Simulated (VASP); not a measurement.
Input of a VASP 6.6.1 run:

INCAR

```
SYSTEM = Al2Pt
ALGO = Normal
EDIFF = 1E-7
ENCUT = 520
GGA = PS
ISIF = 2
ISMEAR = -1
LASPH = .True.
LCHARG = .False.
LREAL = .False.
LWAVE = .False.
NBANDS = 15
NELM = 60
PREC = Accurate
SIGMA = 0.1
```

The input KPOINTS:

```
k-points
0
Gamma
  9 9 9
  0 0 0
```

The input POSCAR:

```
Al2Pt
1.0
    0.0000000000      2.9478642296      2.9478642296
    2.9478642296      0.0000000000      2.9478642296
    2.9478642296      2.9478642296      0.0000000000
Al Pt
2 1
Direct
    0.2500000000      0.2500000000      0.2500000000
    0.7500000000      0.7500000000      0.7500000000
    0.0000000000      0.0000000000      0.0000000000
```

Potentials or basis: VASP PAW PBE potentials, release 64 (Al, Pt).

Launch:

```sh
$ cat potpaw_PBE.64/Al/POTCAR potpaw_PBE.64/Pt/POTCAR > POTCAR
$ mpirun -np 1 vasp_std > vasp.out
```

Task: Predict the pressure.

Result: 0.0 GPa.

Task: What does it give for the band gap on the k mesh?

Result: Zero (bands 8 and 9 overlap by 5.27 eV).

Caveat: the PAW data sets were made with another functional, which shifts forces and pressure a little; spin-orbit coupling is left out, which moves the levels of the heavy elements.
